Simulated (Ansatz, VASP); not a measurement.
# Two plane-wave programs on KNaF2

```
K Na F
1.0
     1.82416    1.05318    6.07625
    -1.82416    1.05318    6.07625
     0.00000   -2.10636    6.07625
K Na F
1 1 2
Direct
  0.50000 0.50000 0.50000
  0.00000 0.00000 0.00000
  0.74047 0.74047 0.74047
  0.25953 0.25953 0.25953
```

Alike in both runs: task relaxation of cell and atoms; functional PBE; k mesh 9 × 9 × 9; occupations gaussian, width 0.02 eV; no spin polarisation.

|  | VASP | Ansatz |
| --- | --- | --- |
| version | VASP 6.6.1 | Ansatz 0.2.0 |
| potentials or method | VASP PAW PBE potentials, release 64 (K_sv, Na_pv, F), cutoff 600 eV | scalar-relativistic, plane waves, PAW |
| valence electrons in the cell | 30 | 32 |

|  | VASP | Ansatz | Ansatz less VASP |
| --- | --- | --- | --- |
| gap on the k mesh at the Fermi level, each at its own relaxed structure (eV) | 5.94 | 5.93 | -0.007 |
| relaxed volume (Å³/atom) | 16.20 | 16.27 | +0.075 |
| relaxed length of the cell vector where the two differ most in proportion (Å) | 6.250 | 6.253 | +0.0032 |

VASP's potentials hold 30 valence electrons a cell and Ansatz's 32, so a difference there can come from the potentials and not from the codes.
